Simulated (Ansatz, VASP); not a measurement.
# Two plane-wave programs on Ta

```xyz
1
Lattice="-1.6607 1.6607 1.6607 1.6607 -1.6607 1.6607 1.6607 1.6607 -1.6607" Properties=species:S:1:pos:R:3 pbc="T T T"
Ta    0.0000    0.0000    0.0000
```

Alike in both runs: task relaxation of cell and atoms; functional PBE; k mesh 16 × 16 × 16; occupations fermi-dirac, width 0.05 eV; no spin polarisation.

|  | VASP | Ansatz |
| --- | --- | --- |
| version | VASP 6.6.1 | Ansatz 0.2.0 |
| potentials or method | VASP PAW PBE potentials, release 64 (Ta_pv) | PAW with Ansatz's default frozen-core files, scalar-relativistic |
| plane-wave cutoff (eV) | 600 | 420 |
| valence electrons in the cell | 11 | 13 |

```csv
,VASP,Ansatz,Ansatz less VASP
relaxed volume (Å³/atom),18.32,18.31,-0.010
relaxed cell length with the largest relative difference (Å),2.876,2.876,-0.0005
```

VASP's potentials hold 11 valence electrons a cell and Ansatz's 13, so a difference there can come from the potentials and not from the codes.

Spin-orbit coupling is off throughout. Noted on VASP's run: the relaxation stopped at its first step, so nothing moved.
